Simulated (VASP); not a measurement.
# Te2Mo in VASP: settings compared, part 2 of 3

VASP 6.6.1.

### Step 3. Single point, r2SCAN

This run uses another cell than the first one.

POSCAR

```
Te2Mo
1.0
    3.6300590280      0.0000000000      0.0000000000
   -1.8150295140      3.1437233354      0.0000000000
    0.0000000000      0.0000000000     17.8677540541
Te Mo
2 1
Direct
    0.3333333333      0.6666666667      0.1021445500
    0.3333333333      0.6666666667      0.8978554500
    0.0000000000      0.0000000000      0.0000000000
```

INCAR.step1

```
SYSTEM = Te2Mo
PREC = Accurate ; ENCUT = 520
ISMEAR = -1 ; SIGMA = 0.05
LREAL = .FALSE. ; LASPH = .TRUE.
NELM = 60 ; NBANDS = 20
GGA = PE ; ALGO = Normal
EDIFF = 1E-4 ; LWAVE = .TRUE.
LCHARG = .FALSE.
```

INCAR.step2

```
SYSTEM = Te2Mo
PREC = Accurate ; ENCUT = 520
EDIFF = 1E-6 ; ISMEAR = -1
SIGMA = 0.05 ; LREAL = .FALSE.
LASPH = .TRUE. ; NELM = 60
ALGO = Normal ; ISIF = 2
LWAVE = .FALSE. ; LCHARG = .FALSE.
METAGGA = R2SCAN ; LMIXTAU = .TRUE.
NBANDS = 20 ; ISTART = 1
```

KPOINTS

```
Automatic mesh
0
G
  9 9 2
  0 0 0
```

Potentials or basis: VASP PAW PBE potentials, release 64 (Te, Mo_sv).

Run with:

```console
> cat potpaw_PBE.64/Te/POTCAR potpaw_PBE.64/Mo_sv/POTCAR > POTCAR
> cp INCAR.step1 INCAR
> mpirun -np 1 vasp_std > vasp.out
> cp INCAR.step2 INCAR
> mpirun -np 1 vasp_std > vasp.out
```

OUTCAR:

```text
SYSTEM = Te2Mo
   PREC = Accurate
   ENCUT = 520
   EDIFF = 1E-6
   ISMEAR = -1
   LREAL = .FALSE.
   LASPH = .TRUE.
   NELM = 60
   ISIF = 2
   METAGGA = R2SCAN
   ISTART = 1

 ion  position               nearest neighbor table
   1  0.333  0.667  0.102-   3 2.78   3 2.78   3 2.78   2 3.65
   2  0.333  0.667  0.898-   3 2.78   3 2.78   3 2.78   1 3.65
   3  0.000  0.000  0.000-   1 2.78   2 2.78   1 2.78   2 2.78   1 2.78   2 2.78

  LATTYP: Found a hexagonal cell.
 ALAT       =     3.6300590280
 C/A-ratio  =     4.9221662558

  Lattice vectors:

 A1 = (   3.6300590280,   0.0000000000,   0.0000000000)
 A2 = (  -1.8150295140,   3.1437233354,   0.0000000000)
 A3 = (   0.0000000000,   0.0000000000,  17.8677540541)

Analysis of symmetry for initial positions (statically):
=====================================================================
 Subroutine PRICEL returns:
 Original cell was already a primitive cell.

 Routine SETGRP: Setting up the symmetry group for a
 hexagonal supercell.

 Subroutine GETGRP returns: Found 12 space group operations
 (whereof 12 operations were pure point group operations)
 out of a pool of 24 trial point group operations.

The static configuration has the point symmetry D_3h.

Analysis of symmetry for dynamics (positions and initial velocities):
=====================================================================
 Subroutine PRICEL returns:
 Original cell was already a primitive cell.

 Routine SETGRP: Setting up the symmetry group for a
 hexagonal supercell.

 Subroutine GETGRP returns: Found 12 space group operations
 (whereof 12 operations were pure point group operations)
 out of a pool of 24 trial point group operations.

[... 112 lines left out ...]
   NELECT =      26.0000    total number of electrons
   NUPDOWN=      -1.0000    fix difference up-down
   EMIN   =  10.00;   EMAX   =-10.00  energy-range for DOS
   EFERMI =   0.00;   METHOD = LEGACY
   ISMEAR =    -1;   SIGMA  =   0.05  broadening in eV -4-tet -1-fermi 0-gaus
   EFERMI_NEDOS =   21; number of points for ismear=-14 and -15
   IALGO  =     38    algorithm
   IMIX   =      4    mixing-type and parameters
     AMIX     =   0.40;   BMIX     =  1.00
     AMIX_MAG =   1.60;   BMIX_MAG =  1.00
  volume/ion in A,a.u.               =      67.97       458.67
  Fermi-wavevector in a.u.,A,eV,Ry     =   0.823993  1.557120  9.237862  0.678964
  Thomas-Fermi vector in A             =   1.935600
   LORBIT       =      0    0 simple, 1 ext, 2 COOP (PROOUT), +10 PAW based schemes
   METAGGA = R2SCAN    functional components
   LHFCALC =     F    Hartree Fock is set to
   AEXX    =    0.0000 exact exchange contribution
   IVDW    =     0    specifies the selected vdW correction
   LEPSILON=     F    determine dielectric tensor
   LRPA    =     F    only Hartree local field effects (RPA)
 non-spin polarized calculation
  energy-cutoff  :      520.00
  volume of cell :      203.91
 maximum number of plane-waves:      5539
 NGX is ok and might be reduce to    28
   NGX = 13   NGY = 13   NGZ = 67

 number of electron      26.0000001 magnetization

 Free energy of the ion-electron system (eV)
  ---------------------------------------------------
  ext. energy  EPLUGINS =         0.00000000
  ---------------------------------------------------
  free energy    TOTEN  =       -77.69979963 eV

  energy without entropy =      -77.69979752  energy(sigma->0) =      -77.69979858

 E-fermi :   0.2402     XC(G=0):  -4.6270

 val. band max:       -0.2765369370   @ k =   0.3333   0.3333   0.0000
 cond. band min:       0.7541449545   @ k =   0.3333   0.3333   0.0000
 fundamental gap:      1.0306818915
 Fermi energy:         0.2401864940

 k-point     1 :       0.0000    0.0000    0.0000
  band No.  band energies     occupation
      1     -63.0303      2.00000
      2     -36.4048      2.00000
      3     -36.3496      2.00000
      4     -36.3496      2.00000
      5     -13.0828      2.00000
      6     -12.1420      2.00000
[... 541 lines left out ...]
     19       5.1468      0.00000
     20       7.4918      0.00000

------------------------ aborting loop because EDIFF is reached ----------------------------------------

  FORCE on cell =-STRESS in cart. coord.  units (eV):
  Direction    XX          YY          ZZ          XY          YZ          ZX
  --------------------------------------------------------------------------------------
  -------------------------------------------------------------------------------------
  Total       -2.2907850     -2.2907850     -2.7795509     -0.0000000      0.0000000     -0.0000000
  in kB      -17.9997692    -17.9997692    -21.8402320     -0.0000000      0.0000000     -0.0000000
  external PRESSURE =     -19.2799235 kB  Pullay stress =       0.0000000 kB

 VOLUME and BASIS-vectors are now :
 -----------------------------------------------------------------------------
  energy-cutoff  :      520.00
  volume of cell :      203.91
      direct lattice vectors                 reciprocal lattice vectors
     3.630059028  0.000000000  0.000000000     0.275477614  0.159047075  0.000000000
    -1.815029514  3.143723335  0.000000000     0.000000000  0.318094149  0.000000000
     0.000000000  0.000000000 17.867754054     0.000000000  0.000000000  0.055966743

 POSITION                                       TOTAL-FORCE (eV/Angst)
 -----------------------------------------------------------------------------------
     -0.00000      2.09582      1.82509         0.000000     -0.000000     -0.757694
     -0.00000      2.09582     16.04266        -0.000000     -0.000000      0.757694
      0.00000      0.00000      0.00000         0.000000      0.000000      0.000000
 -----------------------------------------------------------------------------------
    total drift:                                0.000002     -0.000001     -0.000000

  FREE ENERGIE OF THE ION-ELECTRON SYSTEM (eV)
  ---------------------------------------------------
  free  energy   TOTEN  =       -77.6997996323 eV

  energy  without entropy=      -77.6997975212  energy(sigma->0) =      -77.69979858
```

OUTCAR.step1:

```text
SYSTEM = Te2Mo
   PREC = Accurate
   ENCUT = 520
   ISMEAR = -1
   LREAL = .FALSE.
   LASPH = .TRUE.
[... 774 lines left out ...]
     -0.00000      2.09582      1.82509         0.000000     -0.000000     -0.539357
     -0.00000      2.09582     16.04266         0.000000     -0.000000      0.539357
      0.00000      0.00000      0.00000        -0.000000      0.000000      0.000000
 -----------------------------------------------------------------------------------
    total drift:                                0.000000     -0.000000     -0.000000

  FREE ENERGIE OF THE ION-ELECTRON SYSTEM (eV)
  ---------------------------------------------------
  free  energy   TOTEN  =       -17.9705848713 eV

  energy  without entropy=      -17.9705807358  energy(sigma->0) =      -17.97058280
```

OSZICAR.step1:

```text
N       E                     dE             d eps       ncg     rms          rms(c)
DAV:   1     0.132709235441E+03    0.13271E+03   -0.11323E+04  1256   0.103E+03
DAV:   2    -0.987536097591E+01   -0.14258E+03   -0.13865E+03  1340   0.220E+02
DAV:   3    -0.185121909497E+02   -0.86368E+01   -0.85450E+01  1300   0.448E+01
DAV:   4    -0.187118869743E+02   -0.19970E+00   -0.19944E+00  1364   0.678E+00
DAV:   5    -0.187142007378E+02   -0.23138E-02   -0.23136E-02  1320   0.776E-01    0.132E+01
DAV:   6    -0.183907447771E+02    0.32346E+00   -0.70355E+00   980   0.134E+01    0.638E+00
DAV:   7    -0.182386480898E+02    0.15210E+00   -0.62094E+00  1048   0.112E+01    0.440E+00
DAV:   8    -0.179758057870E+02    0.26284E+00   -0.11810E+00  1096   0.535E+00    0.120E+00
DAV:   9    -0.179758003329E+02    0.54540E-05   -0.10353E-01  1204   0.166E+00    0.696E-01
DAV:  10    -0.179710626775E+02    0.47377E-02   -0.23964E-02  1124   0.852E-01    0.182E-01
DAV:  11    -0.179707820554E+02    0.28062E-03   -0.78912E-04  1264   0.168E-01    0.700E-02
DAV:  12    -0.179706726643E+02    0.10939E-03   -0.10950E-04   800   0.490E-02    0.574E-02
DAV:  13    -0.179705368500E+02    0.13581E-03   -0.37168E-04  1020   0.100E-01    0.425E-02
DAV:  14    -0.179705848713E+02   -0.48021E-04   -0.35299E-05   648   0.310E-02
   1 F= -.17970585E+02 E0= -.17970583E+02  d E =-.413549E-05
```

Run time: 7.9 min. Hardware: 1 thread of Intel Xeon 8259CL, shared host; peak memory 0.42 GiB.

What came out:

```
Free energy            : -77.6998 eV
Largest force          : 0.758 eV/Å
Band gap on the k mesh : 1.03 eV
```

Forces in eV/Å, atoms in the order of the input:
```
Te   0.000  0.000 -0.758
Te   0.000  0.000  0.758
Mo   0.000  0.000  0.000
```

Caveat: the PAW data sets were made with another functional, which shifts forces and pressure a little; spin-orbit coupling is left out, which moves the levels of the heavy elements.

### Step 4. Single point, PBE

This run uses another cell than the first one.

INCAR

```
  ALGO = Normal
  EDIFF = 1E-7
  ENCUT = 520
  GGA = PE
  ISIF = 2
  ISMEAR = -1
  LASPH = T
  LCHARG = F
  LREAL = F
  LWAVE = F
  NBANDS = 20
  NELM = 100
  PREC = Accurate
  SIGMA = 0.05
```

KPOINTS

```
k-points
0
Gamma
  9 9 2
```

POSCAR

```
Te2Mo
1.0
    3.5602328140      0.0000000000      0.0000000000
   -1.7801164070      3.0832520603      0.0000000000
    0.0000000000      0.0000000000     17.5240578200
Te Mo
2 1
Direct
    0.3333333333      0.6666666667      0.1021445500
    0.3333333333      0.6666666667      0.8978554500
    0.0000000000      0.0000000000      0.0000000000
```

Potentials or basis: VASP PAW PBE potentials, release 64 (Te, Mo_sv).

Run with:

```console
> cat potpaw_PBE.64/Te/POTCAR potpaw_PBE.64/Mo_sv/POTCAR > POTCAR
> mpirun -np 1 vasp_std > vasp.out
```

OUTCAR:

```text
EDIFF = 1E-7
   ENCUT = 520
   GGA = PE
   ISIF = 2
   ISMEAR = -1
   LASPH = T
   LREAL = F
   NELM = 100
   PREC = Accurate

 ion  position               nearest neighbor table
   1  0.333  0.667  0.102-   3 2.73   3 2.73   3 2.73   2 3.58
   2  0.333  0.667  0.898-   3 2.73   3 2.73   3 2.73   1 3.58
   3  0.000  0.000  0.000-   1 2.73   2 2.73   1 2.73   2 2.73   1 2.73   2 2.73

  LATTYP: Found a hexagonal cell.
 ALAT       =     3.5602328140
 C/A-ratio  =     4.9221662558

  Lattice vectors:

 A1 = (   3.5602328140,   0.0000000000,   0.0000000000)
 A2 = (  -1.7801164070,   3.0832520603,   0.0000000000)
 A3 = (   0.0000000000,   0.0000000000,  17.5240578200)

Analysis of symmetry for initial positions (statically):
=====================================================================
 Subroutine PRICEL returns:
 Original cell was already a primitive cell.

[... 164 lines left out ...]
  ext. energy  EPLUGINS =         0.00000000
  ---------------------------------------------------
  free energy    TOTEN  =       -18.02075050 eV

  energy without entropy =      -18.02074869  energy(sigma->0) =      -18.02074959

 E-fermi :   0.6275     XC(G=0):  -4.7358

 val. band max:        0.1010024458   @ k =   0.3333   0.3333   0.5000
 cond. band min:       1.1492901228   @ k =   0.3333   0.3333   0.0000
 fundamental gap:      1.0482876770
 Fermi energy:         0.6275419417

 k-point     1 :       0.0000    0.0000    0.0000
  band No.  band energies     occupation
      1     -60.5656      2.00000
      2     -34.7103      2.00000
      3     -34.6166      2.00000
      4     -34.6166      2.00000
      5     -12.4342      2.00000
      6     -11.4515      2.00000
[... 541 lines left out ...]
     19       5.3020      0.00000
     20       7.4681      0.00000

------------------------ aborting loop because EDIFF is reached ----------------------------------------

  FORCE on cell =-STRESS in cart. coord.  units (eV):
  Direction    XX          YY          ZZ          XY          YZ          ZX
  --------------------------------------------------------------------------------------
  -------------------------------------------------------------------------------------
  Total        0.1756127      0.1756127      0.8167798      0.0000000      0.0000000     -0.0000000
  in kB        1.4626634      1.4626634      6.8028899      0.0000000      0.0000000     -0.0000000
  external PRESSURE =       3.2427389 kB  Pullay stress =       0.0000000 kB

 VOLUME and BASIS-vectors are now :
 -----------------------------------------------------------------------------
  energy-cutoff  :      520.00
  volume of cell :      192.36
      direct lattice vectors                 reciprocal lattice vectors
     3.560232814  0.000000000  0.000000000     0.280880508  0.162166437  0.000000000
    -1.780116407  3.083252060  0.000000000     0.000000000  0.324332873  0.000000000
     0.000000000  0.000000000 17.524057820     0.000000000  0.000000000  0.057064409

 POSITION                                       TOTAL-FORCE (eV/Angst)
 -----------------------------------------------------------------------------------
     -0.00000      2.05550      1.78999        -0.000000      0.000000      0.231260
     -0.00000      2.05550     15.73407         0.000000      0.000000     -0.231260
      0.00000      0.00000      0.00000        -0.000000      0.000000      0.000000
 -----------------------------------------------------------------------------------
    total drift:                                0.000000     -0.000000     -0.000000

  FREE ENERGIE OF THE ION-ELECTRON SYSTEM (eV)
  ---------------------------------------------------
  free  energy   TOTEN  =       -18.0207504965 eV

  energy  without entropy=      -18.0207486932  energy(sigma->0) =      -18.02074959
```

OSZICAR:

```text
N       E                     dE             d eps       ncg     rms          rms(c)
DAV:   1     0.134706969014E+03    0.13471E+03   -0.11430E+04  1256   0.104E+03
DAV:   2    -0.979875016515E+01   -0.14451E+03   -0.14085E+03  1304   0.224E+02
DAV:   3    -0.184932918237E+02   -0.86945E+01   -0.86007E+01  1284   0.454E+01
DAV:   4    -0.186873785489E+02   -0.19409E+00   -0.19387E+00  1360   0.679E+00
[... 13 lines left out ...]
DAV:  18    -0.180207384204E+02   -0.47601E-04   -0.15573E-06  1040   0.354E-03    0.219E-03
DAV:  19    -0.180207460511E+02   -0.76307E-05   -0.23069E-07   944   0.145E-03    0.690E-04
DAV:  20    -0.180207501240E+02   -0.40729E-05   -0.19888E-07   836   0.110E-03    0.495E-04
DAV:  21    -0.180207504379E+02   -0.31388E-06   -0.12842E-08   896   0.396E-04    0.150E-04
DAV:  22    -0.180207504965E+02   -0.58665E-07   -0.12314E-09   684   0.119E-04
   1 F= -.18020750E+02 E0= -.18020750E+02  d E =-.180336E-05
```

stdout:

```text
POSCAR found type information on POSCAR TeMo
 POSCAR found :  2 types and       3 ions
 scaLAPACK will be used
 LDA part: xc-table for (Slater+PW92), standard interpolation
 POSCAR, INCAR and KPOINTS ok, starting setup
 FFT: planning ... GRIDC
 FFT: planning ... GRID_SOFT
 FFT: planning ... GRID
 WAVECAR not read
 entering main loop
```

Wall time 2.9 min (1 thread of Intel Xeon 8259CL, shared host); peak memory 0.36 GiB.

What came out:

```yaml
Free_energy: -18.0208 eV
Largest_force: 0.231 eV/Å
Band_gap_on_the_k_mesh: 1.05 eV
```

Forces on the atoms (eV/Å):
```
Te   0.000  0.000  0.231
Te   0.000  0.000 -0.231
Mo   0.000  0.000  0.000
```

Levels at points of the mesh, in eV from the valence-band top:
```csv
k point,band 9,band 10,band 11,band 12,band 13,band 14,band 15,band 16,band 17,band 18
"(0.00, 0.00, 0.00)",-1.70,-1.62,-0.91,-0.91,-0.38,3.06,3.06,3.36,3.36,4.18
"(0.00, 0.00, 0.50)",-1.70,-1.62,-0.91,-0.91,-0.38,3.06,3.06,3.36,3.36,4.31
```

Caveat: spin-orbit coupling is left out, which moves the levels of the heavy elements.

### Step 5. Single point, LDA (67.97 Å³/atom)

This run uses another cell than the first one.

INCAR

```
SYSTEM = Te2Mo
PREC = Accurate
ENCUT = 520
EDIFF = 1E-6
ISMEAR = -1
SIGMA = 0.05
LREAL = .False.
LASPH = .True.
NELM = 100
ALGO = Normal
ISIF = 2
LWAVE = .False.
LCHARG = .True.
LELF = .True.
LVHAR = .True.
NBANDS = 20
```

KPOINTS

```
Automatic mesh
0
Gamma
  9 9 2
  0 0 0
```

POSCAR

```
Te2Mo
1.0
    3.6300590280      0.0000000000      0.0000000000
   -1.8150295140      3.1437233354      0.0000000000
    0.0000000000      0.0000000000     17.8677540541
Te Mo
2 1
Direct
    0.3333333333      0.6666666667      0.1021445500
    0.3333333333      0.6666666667      0.8978554500
    0.0000000000      0.0000000000      0.0000000000
```

Potentials or basis: VASP PAW LDA potentials, release 64 (Te, Mo_sv).

Run with:

```console
> cat potpaw_LDA.64/Te/POTCAR potpaw_LDA.64/Mo_sv/POTCAR > POTCAR
> mpirun -np 1 vasp_std > vasp.out
```

Run time: 2.8 min. Hardware: 1 thread of Intel Xeon 8259CL, shared host; peak memory 0.3 GiB.

Results (log left out):

- Free energy: -20.2244 eV
- Largest force: 1.101 eV/Å
- Band gap on the k mesh: 0.96 eV

Forces in eV/Å, atoms in the order of the input:
```
Te   0.000  0.000 -1.101
Te   0.000  0.000  1.101
Mo   0.000  0.000  0.000
```

Levels at points of the mesh, in eV from the valence-band top:
| k point | band 11 | band 12 | band 13 | band 14 | band 15 | band 16 |
| --- | --- | --- | --- | --- | --- | --- |
| (0.00, 0.00, 0.00) | -0.87 | -0.87 | -0.33 | 2.79 | 2.79 | 3.03 |
| (0.00, 0.00, 0.50) | -0.87 | -0.87 | -0.33 | 2.79 | 2.79 | 3.03 |

Caveat: spin-orbit coupling is left out, which moves the levels of the heavy elements.

(Continued in part 3 of 3.)
